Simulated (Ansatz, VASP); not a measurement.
One calculation of InSe5, two programs

```
In Se
1.0
     4.18339    0.00000    0.00000
     0.00000    4.18339    0.00000
     0.00000    0.00000    9.62076
In Se
1 5
Direct
  0.50000 0.50000 0.00000
  0.00000 0.50000 0.50000
  0.50000 0.00000 0.50000
  0.50000 0.50000 0.31462
  0.50000 0.50000 0.68538
  0.00000 0.00000 0.00000
```

Alike in both runs: functional PBE; k mesh 10 × 10 × 4; occupations gaussian, width 0.1 eV; no spin polarisation.

Ansatz relaxed the structure, and its values are those at the end. VASP's run is a single point on that final structure, the one shown.

|  | VASP | Ansatz |
| --- | --- | --- |
| version | VASP 6.6.1 | Ansatz 0.2.0 |
| potentials or method | VASP PAW PBE potentials, release 64 (In_d, Se), cutoff 520 eV | scalar-relativistic, plane waves, PAW |
| valence electrons in the cell | 43 | 93 |

|  | VASP | Ansatz | Ansatz less VASP |
| --- | --- | --- | --- |
| gap on the k mesh at the Fermi level (eV) | none | none | - |
| pressure (GPa) | 0.0 | 0.0 | -0.02 |

A gap of «none» marks a metal or a gap that the smearing closes. VASP's potentials hold 43 valence electrons a cell and Ansatz's 93, so a difference there can come from the potentials and not from the codes.
